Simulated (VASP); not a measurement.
Write the native input for VASP 6.6.1 that does the following.

* Task: single point
* Functional: PBE
* Potentials or basis: VASP PAW PBE potentials, release 64 (Sr_sv, V_sv)
* Cutoff: 520 eV
* k mesh: 3 × 3 × 4
* Occupations: gaussian, width 0.1 eV
* Spin: no spin polarisation
* Dipole correction: no
* Further INCAR settings: ALGO = Fast; EDIFF = 1e-07; NBANDS = 59

The structure of SrV3 lies in POSCAR:

```
SrV3
1.0
    7.0500919714      0.0000000000      0.0000000000
   -3.5250459857      6.1055587463      0.0000000000
    0.0000000000      0.0000000000      4.6962458146
Sr V
2 6
Direct
    0.3333333333      0.6666666667      0.2500000000
    0.6666666667      0.3333333333      0.7500000000
    0.8918865644      0.7837731287      0.2500000000
    0.1081134356      0.8918865644      0.7500000000
    0.2162268713      0.1081134356      0.2500000000
    0.1081134356      0.2162268713      0.7500000000
    0.8918865644      0.1081134356      0.2500000000
    0.7837731287      0.8918865644      0.7500000000
```

The input as run:

INCAR

```
PREC = Accurate
ENCUT = 520
EDIFF = 1E-7
ISMEAR = 0
SIGMA = 0.1
LREAL = F
LASPH = T
NELM = 100
ALGO = Fast
ISIF = 2
LWAVE = F
LCHARG = F
GGA = PE
NBANDS = 59
```

KPOINTS

```
Automatic mesh
0
Gamma
  3 3 4
```

Potentials or basis: VASP PAW PBE potentials, release 64 (Sr_sv, V_sv).

Run with:

```console
$ cat potpaw_PBE.64/Sr_sv/POTCAR potpaw_PBE.64/V_sv/POTCAR > POTCAR
$ mpirun -np 1 vasp_std > vasp.out
```

It gave:

* Pressure: 0.2 GPa
* Largest force: 0.096 eV/Å
* Band gap on the k mesh: zero (bands 49 and 50 overlap by 0.24 eV)

It took 2.9 min on 1 thread of AMD EPYC 9R45 96-Core Processor (Zen 5), on a shared host, peak memory 0.33 GiB.
